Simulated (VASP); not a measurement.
# Sb in VASP: further runs, part 3 of 3

VASP 6.6.1. The steps go on from the part before.

## (5) Electric field gradients, PBEsol (equal xy, yz and zx shear strains of +2 %)

Input file INCAR:

```
PREC = Accurate
ENCUT = 520
EDIFF = 1E-8
ISMEAR = -1
SIGMA = 0.05
LREAL = F
LASPH = T
NELM = 100
ALGO = Normal
ISIF = 2
LWAVE = F
LCHARG = F
GGA = PS
LEFG = T
NBANDS = 8
```

Input file KPOINTS:

```
regular mesh
0
Gamma
  13 13 13
```

Input file POSCAR:

```
Sb
1.0
    3.1600000000      0.0316000000      0.0316000000
    0.0316000000      3.1600000000      0.0316000000
    0.0316000000      0.0316000000      3.1600000000
Sb
1
Direct
    0.0000000000      0.0000000000      0.0000000000
```

Potentials or basis: VASP PAW PBE potentials, release 64 (Sb).

Started as:

```bash
cat potpaw_PBE.64/Sb/POTCAR > POTCAR
mpirun -np 1 vasp_std > vasp.out
```

OUTCAR:

```text
PREC = Accurate
   ENCUT = 520
   EDIFF = 1E-8
   ISMEAR = -1
   LREAL = F
   LASPH = T
   NELM = 100
   ISIF = 2
   GGA = PS

 ion  position               nearest neighbor table
   1  0.000  0.000  0.000-

  LATTYP: Found a trigonal (rhomboedric) cell.
 ALAT       =     3.1603159842
 COS(alpha) =     0.0200959808

  Lattice vectors:

 A1 = (   3.1600000000,   0.0316000000,   0.0316000000)
 A2 = (   0.0316000000,   3.1600000000,   0.0316000000)
 A3 = (   0.0316000000,   0.0316000000,   3.1600000000)

Analysis of symmetry for initial positions (statically):
=====================================================================
 Subroutine PRICEL returns:
 Original cell was already a primitive cell.

 Routine SETGRP: Setting up the symmetry group for a
 trigonal (rhombohedral) supercell.

 Subroutine GETGRP returns: Found 12 space group operations
 (whereof 12 operations were pure point group operations)
 out of a pool of 12 trial point group operations.

The static configuration has the point symmetry D_3d.

Analysis of symmetry for dynamics (positions and initial velocities):
=====================================================================
 Subroutine PRICEL returns:
 Original cell was already a primitive cell.

 Routine SETGRP: Setting up the symmetry group for a
 trigonal (rhombohedral) supercell.

 Subroutine GETGRP returns: Found 12 space group operations
 (whereof 12 operations were pure point group operations)
 out of a pool of 12 trial point group operations.

The dynamic configuration has the point symmetry D_3d.

 Subroutine INISYM returns: Found 12 space group operations
 (whereof 12 operations are pure point group operations),
 and found     1 'primitive' translations

----------------------------------------------------------------------------------------

                                     Primitive cell

  volume of cell :      31.5451

  direct lattice vectors                    reciprocal lattice vectors
     3.160000000  0.031600000  0.031600000     0.316518373 -0.003133845 -0.003133845
     0.031600000  3.160000000  0.031600000    -0.003133845  0.316518373 -0.003133845
     0.031600000  0.031600000  3.160000000    -0.003133845 -0.003133845  0.316518373

  length of vectors
     3.160315984  3.160315984  3.160315984     0.316549400  0.316549400  0.316549400

  position of ions in fractional coordinates (direct lattice)
     0.000000000  0.000000000  0.000000000

  ion indices of the primitive-cell ions
   primitive index   ion index
                 1           1

----------------------------------------------------------------------------------------

 KPOINTS: regular mesh

Automatic generation of k-mesh.
 Grid dimensions read from file:
 generate k-points for:   13   13   13

[... 56 lines left out ...]
   ICHARG =      2    charge: 1-file 2-atom 10-const
   ISPIN  =      1    spin polarized calculation?
   LNONCOLLINEAR =      F non collinear calculations
   LSORBIT =      F    spin-orbit coupling
   LASPH  =      T    aspherical Exc in radial PAW
   ENCUT  =  520.0 eV  38.22 Ry    6.18 a.u.   5.88  5.88  5.88*2*pi/ulx,y,z
   NELM   =    100;   NELMIN=  2; NELMDL= -5     # of ELM steps
   EDIFF  = 0.1E-07   stopping-criterion for ELM
   LREAL  =      F    real-space projection
   EDIFFG = 0.1E-06   stopping-criterion for IOM
   NSW    =      0    number of steps for IOM
   IBRION =     -1    ionic relax: 0-MD 1-quasi-New 2-CG
   NFREE  =      0    steps in history (QN), initial steepest desc. (CG)
   ISIF   =      2    stress and relaxation
   ISYM   =      2    0-nonsym 1-usesym 2-fastsym
   POTIM  = 0.5000    time-step for ionic-motion
   TEBEG  =    0.0;   TEEND  =   0.0 temperature during run
   PSTRESS=    0.0 pullay stress
   NELECT =       5.0000    total number of electrons
   NUPDOWN=      -1.0000    fix difference up-down
   EMIN   =  10.00;   EMAX   =-10.00  energy-range for DOS
[... 5 lines left out ...]
     AMIX     =   0.40;   BMIX     =  1.00
     AMIX_MAG =   1.60;   BMIX_MAG =  1.00
  volume/ion in A,a.u.               =      31.55       212.88
  Fermi-wavevector in a.u.,A,eV,Ry     =   0.885974  1.674248 10.679888  0.784950
  Thomas-Fermi vector in A             =   2.007078
   LORBIT       =      0    0 simple, 1 ext, 2 COOP (PROOUT), +10 PAW based schemes
   GGA     = PS    functional components
   LHFCALC =     F    Hartree Fock is set to
   AEXX    =    0.0000 exact exchange contribution
   IVDW    =     0    specifies the selected vdW correction
   LEPSILON=     F    determine dielectric tensor
   LRPA    =     F    only Hartree local field effects (RPA)
 non-spin polarized calculation
  energy-cutoff  :      520.00
  volume of cell :       31.55
 maximum number of plane-waves:       868
   NGX = 11   NGY = 11   NGZ = 11

 number of electron       5.0000001 magnetization

 Free energy of the ion-electron system (eV)
  ---------------------------------------------------
  ext. energy  EPLUGINS =         0.00000000
  ---------------------------------------------------
  free energy    TOTEN  =        -4.50003068 eV

  energy without entropy =       -4.49711502  energy(sigma->0) =       -4.49857285

 E-fermi :   6.3446     XC(G=0):  -9.5213

 val. band max:        6.3141538277   @ k =  -0.3077   0.2308   0.1538
 cond. band min:       6.3811717024   @ k =  -0.3846   0.3077   0.3077
 fundamental gap:      0.0670178748
 Fermi energy:         6.3445765271

 k-point     1 :       0.0000    0.0000    0.0000
  band No.  band energies     occupation
      1      -5.6809      2.00000
      2       9.3809      0.00000
      3       9.3809      0.00000
      4       9.5132      0.00000
      5      13.2024      0.00000
      6      13.2024      0.00000
      7      14.1034      0.00000
      8      23.6452      0.00000
[... 243 lines left out ...]
 k-point    24 :       0.4615    0.1538    0.0000
  band No.  band energies     occupation
      1      -3.2001      2.00000
      2       1.5126      2.00000
      3       8.6544      0.00000
      4      11.5072      0.00000
      5      13.5515      0.00000
      6      16.0753      0.00000
      7      17.7177      0.00000
      8      17.9528      0.00000

 [... further k-points ...]
[... 5 lines left out ...]
  --------------------------------------------------------------------------------------
  -------------------------------------------------------------------------------------
  Total       -0.9585284     -0.9585284     -0.9585284     -0.0674476     -0.0674476     -0.0674476
  in kB      -48.6837198    -48.6837198    -48.6837198     -3.4256668     -3.4256668     -3.4256668
  external PRESSURE =     -48.6837198 kB  Pullay stress =       0.0000000 kB

 VOLUME and BASIS-vectors are now :
 -----------------------------------------------------------------------------
  energy-cutoff  :      520.00
  volume of cell :       31.55
      direct lattice vectors                 reciprocal lattice vectors
     3.160000000  0.031600000  0.031600000     0.316518373 -0.003133845 -0.003133845
     0.031600000  3.160000000  0.031600000    -0.003133845  0.316518373 -0.003133845
     0.031600000  0.031600000  3.160000000    -0.003133845 -0.003133845  0.316518373

 POSITION                                       TOTAL-FORCE (eV/Angst)
 -----------------------------------------------------------------------------------
      0.00000      0.00000      0.00000         0.000000      0.000000     -0.000000
 -----------------------------------------------------------------------------------
    total drift:                                0.000000      0.000000      0.000000

  FREE ENERGIE OF THE ION-ELECTRON SYSTEM (eV)
  ---------------------------------------------------
  free  energy   TOTEN  =        -4.5000306805 eV

  energy  without entropy=       -4.4971150154  energy(sigma->0) =       -4.49857285

 Electric field gradients (V/A^2)
---------------------------------------------------------------------
 ion       V_xx      V_yy      V_zz      V_xy      V_xz      V_yz
---------------------------------------------------------------------
   1       0.000     0.000     0.000     7.388     7.388     7.388
---------------------------------------------------------------------

 Electric field gradients after diagonalization (V/A^2)
 (convention: |V_zz| > |V_xx| > |V_yy|)
----------------------------------------------------------------------
 ion       V_xx      V_yy      V_zz     asymmetry (V_yy - V_xx)/ V_zz
----------------------------------------------------------------------
   1      -7.388    -7.388    14.777       0.000
----------------------------------------------------------------------

           NMR quadrupolar parameters

 Cq : quadrupolar parameter    Cq=e*Q*V_zz/h
 eta: asymmetry parameters     (V_yy - V_xx)/ V_zz
 Q  : nuclear electric quadrupole moment in mb (millibarn)
----------------------------------------------------------------------
 ion       Cq(MHz)       eta       Q (mb)
----------------------------------------------------------------------
   1       0.036       0.000       1.000
----------------------------------------------------------------------
```

OSZICAR:

```text
N       E                     dE             d eps       ncg     rms          rms(c)
DAV:   1     0.486389494841E+01    0.48639E+01   -0.15936E+03  3704   0.401E+02
DAV:   2    -0.437938955102E+01   -0.92433E+01   -0.88827E+01  5232   0.515E+01
DAV:   3    -0.450078824629E+01   -0.12140E+00   -0.12130E+00  4400   0.670E+00
DAV:   4    -0.450133902310E+01   -0.55078E-03   -0.55077E-03  5616   0.550E-01
DAV:   5    -0.450134116387E+01   -0.21408E-05   -0.21411E-05  4744   0.219E-02    0.167E+00
DAV:   6    -0.450056362273E+01    0.77754E-03   -0.80154E-04  4632   0.156E-01    0.978E-01
DAV:   7    -0.450002504894E+01    0.53857E-03   -0.17943E-03  4056   0.230E-01    0.636E-02
DAV:   8    -0.450003000813E+01   -0.49592E-05   -0.49783E-05  4936   0.467E-02    0.566E-03
DAV:   9    -0.450003085447E+01   -0.84634E-06   -0.85657E-07  5272   0.681E-03    0.211E-03
DAV:  10    -0.450003062755E+01    0.22692E-06   -0.26597E-07  4784   0.257E-03    0.370E-04
DAV:  11    -0.450003067051E+01   -0.42954E-07   -0.41317E-09  4864   0.417E-04    0.106E-04
DAV:  12    -0.450003068047E+01   -0.99571E-08   -0.15403E-09  2976   0.217E-04
   1 F= -.45000307E+01 E0= -.44985728E+01  d E =-.291567E-02
```

Wall time 29 s (1 thread of Intel Xeon Platinum 8259CL at 2.50GHz (Skylake/Cascade Lake), shared host); peak memory 0.17 GiB.

Results:

- Free energy: -4.5000 eV
- Pressure: -4.9 GPa

Stress tensor (GPa, compression positive):
```
-4.87 -0.34 -0.34
-0.34 -4.87 -0.34
-0.34 -0.34 -4.87
```

Electric field gradients, principal values (V/Å²):
| atom | least | middle | greatest (by size) |
| --- | --- | --- | --- |
| 1 Sb | -7.388 | -7.388 | 14.777 |

Caveat: the cell differs from its parent crystal (equal xy, yz and zx shear strains of +2 %); without QUAD_EFG the Cq values of the log hold for a quadrupole moment of 1 mb, not for the nuclei; the PAW data sets were made with another functional, which shifts forces and pressure a little; spin-orbit coupling is left out, which moves the levels of the heavy elements.

## (6) Electric field gradients, PBEsol (equal xx and yy strain of +3 %)

Input file INCAR:

```
  ALGO = Normal
  EDIFF = 1E-8
  ENCUT = 520
  GGA = PS
  ISIF = 2
  ISMEAR = -1
  LASPH = T
  LCHARG = F
  LEFG = T
  LREAL = F
  LWAVE = F
  NBANDS = 8
  NELM = 80
  PREC = Accurate
  SIGMA = 0.05
```

Input file KPOINTS:

```
k-points
0
Gamma
  13 13 13
```

Input file POSCAR:

```
Sb
1.0
    3.2548000000      0.0000000000      0.0000000000
    0.0000000000      3.2548000000      0.0000000000
    0.0000000000      0.0000000000      3.1600000000
Sb
1
Direct
    0.0000000000      0.0000000000      0.0000000000
```

Potentials or basis: VASP PAW PBE potentials, release 64 (Sb).

Started as:

```bash
cat potpaw_PBE.64/Sb/POTCAR > POTCAR
mpirun -np 1 vasp_std > vasp.out
```

OUTCAR:

```text
EDIFF = 1E-8
   ENCUT = 520
   GGA = PS
   ISIF = 2
   ISMEAR = -1
   LASPH = T
   LREAL = F
   NELM = 80
   PREC = Accurate

 ion  position               nearest neighbor table
   1  0.000  0.000  0.000-

  LATTYP: Found a simple tetragonal cell.
 ALAT       =     3.2548000000
 C/A-ratio  =     0.9708737864

  Lattice vectors:

 A1 = (   3.2548000000,   0.0000000000,   0.0000000000)
 A2 = (   0.0000000000,   3.2548000000,   0.0000000000)
 A3 = (   0.0000000000,   0.0000000000,   3.1600000000)

Analysis of symmetry for initial positions (statically):
=====================================================================
 Subroutine PRICEL returns:
 Original cell was already a primitive cell.

 Routine SETGRP: Setting up the symmetry group for a
 simple tetragonal supercell.

 Subroutine GETGRP returns: Found 16 space group operations
 (whereof 16 operations were pure point group operations)
 out of a pool of 16 trial point group operations.

The static configuration has the point symmetry D_4h.

Analysis of symmetry for dynamics (positions and initial velocities):
=====================================================================
 Subroutine PRICEL returns:
 Original cell was already a primitive cell.

 Routine SETGRP: Setting up the symmetry group for a
 simple tetragonal supercell.

 Subroutine GETGRP returns: Found 16 space group operations
 (whereof 16 operations were pure point group operations)
 out of a pool of 16 trial point group operations.

The dynamic configuration has the point symmetry D_4h.

 Subroutine INISYM returns: Found 16 space group operations
 (whereof 16 operations are pure point group operations),
 and found     1 'primitive' translations
[... 144 lines left out ...]
 fundamental gap:      0.0771514171
 Fermi energy:         5.6434346077

 k-point     1 :       0.0000    0.0000    0.0000
  band No.  band energies     occupation
      1      -5.9650      2.00000
      2       8.3347      0.00000
      3       8.3347      0.00000
      4       9.0853      0.00000
      5      12.2828      0.00000
      6      12.4099      0.00000
      7      13.2956      0.00000
      8      22.4027      0.00000
[... 243 lines left out ...]
 k-point    24 :       0.3846    0.3077    0.0000
  band No.  band energies     occupation
      1      -3.3434      2.00000
      2       2.5855      2.00000
      3       4.1800      2.00000
      4      10.4575      0.00000
      5      11.3484      0.00000
      6      15.8310      0.00000
      7      18.5918      0.00000
      8      18.8642      0.00000

 [... further k-points ...]
[... 5 lines left out ...]
  --------------------------------------------------------------------------------------
  -------------------------------------------------------------------------------------
  Total       -1.6385651     -1.6385651     -0.9827804      0.0000000      0.0000000      0.0000000
  in kB      -78.4221220    -78.4221220    -47.0361054      0.0000000      0.0000000      0.0000000
  external PRESSURE =     -67.9601164 kB  Pullay stress =       0.0000000 kB

 VOLUME and BASIS-vectors are now :
 -----------------------------------------------------------------------------
  energy-cutoff  :      520.00
  volume of cell :       33.48
      direct lattice vectors                 reciprocal lattice vectors
     3.254800000  0.000000000  0.000000000     0.307238540  0.000000000  0.000000000
     0.000000000  3.254800000  0.000000000     0.000000000  0.307238540  0.000000000
     0.000000000  0.000000000  3.160000000     0.000000000  0.000000000  0.316455696

 POSITION                                       TOTAL-FORCE (eV/Angst)
 -----------------------------------------------------------------------------------
      0.00000      0.00000      0.00000         0.000000      0.000000      0.000000
 -----------------------------------------------------------------------------------
    total drift:                                0.000000      0.000000      0.000000

  FREE ENERGIE OF THE ION-ELECTRON SYSTEM (eV)
  ---------------------------------------------------
  free  energy   TOTEN  =        -4.4237213029 eV

  energy  without entropy=       -4.4201941536  energy(sigma->0) =       -4.42195773

 Electric field gradients (V/A^2)
---------------------------------------------------------------------
 ion       V_xx      V_yy      V_zz      V_xy      V_xz      V_yz
---------------------------------------------------------------------
   1       5.359     5.359   -10.718     0.000     0.000    -0.000
---------------------------------------------------------------------

 Electric field gradients after diagonalization (V/A^2)
 (convention: |V_zz| > |V_xx| > |V_yy|)
----------------------------------------------------------------------
 ion       V_xx      V_yy      V_zz     asymmetry (V_yy - V_xx)/ V_zz
----------------------------------------------------------------------
   1       5.359     5.359   -10.718       0.000
----------------------------------------------------------------------

           NMR quadrupolar parameters

 Cq : quadrupolar parameter    Cq=e*Q*V_zz/h
 eta: asymmetry parameters     (V_yy - V_xx)/ V_zz
 Q  : nuclear electric quadrupole moment in mb (millibarn)
----------------------------------------------------------------------
 ion       Cq(MHz)       eta       Q (mb)
----------------------------------------------------------------------
   1      -0.026       0.000       1.000
----------------------------------------------------------------------
```

Run time: 70 s. Hardware: 1 thread of AMD EPYC 7R43 (Zen 3), shared host; peak memory 0.14 GiB.

What came out:

```
Free energy : -4.4237 eV
Pressure    : -6.8 GPa
```

Stress tensor (GPa, compression positive):
```
-7.84  0.00  0.00
 0.00 -7.84  0.00
 0.00  0.00 -4.70
```

Levels at points of the mesh, in eV from the Fermi level:
```
           k point  band 1  band 2  band 3  band 4  band 5  band 6
(0.00, 0.00, 0.00)  -11.61    2.69    2.69    3.44    6.64    6.77
```

Electric field gradients, principal values (V/Å²):
```tsv
atom	least	middle	greatest (by size)
1 Sb	5.359	5.359	-10.718
```

Caveat: the cell differs from its parent crystal (equal xx and yy strain of +3 %); without QUAD_EFG the Cq values of the log hold for a quadrupole moment of 1 mb, not for the nuclei; the PAW data sets were made with another functional, which shifts forces and pressure a little; spin-orbit coupling is left out, which moves the levels of the heavy elements.

## (7) Overview

| cell | gap on the mesh (eV) | pressure (GPa) |
| --- | --- | --- |
| a = 3.095 Å, 1 atom | none | -1.9 |
| a = 3.128 Å, 1 atom | none | -3.5 |
| a = 3.161 Å, angles 91.7°, 1 atom | none | -4.9 |
| a = 3.160 Å, angles 88.8°, 1 atom | none | -4.9 |
| a = 3.255, b = 3.255, c = 3.160 Å, 1 atom | none | -6.8 |

Alike in all rows: task electric field gradients; level PBEsol; potentials or basis VASP PAW PBE potentials, release 64 (Sb); no spin polarisation; k mesh 13 × 13 × 13; cutoff (eV) 520; smearing fermi-dirac 0.05 eV.

Caveats: the PAW data sets were made with another functional, which shifts forces and pressure a little; spin-orbit coupling is left out, which moves the levels of the heavy elements.

Total energies depend on the potentials used, so only differences within one code and one set of settings carry meaning.
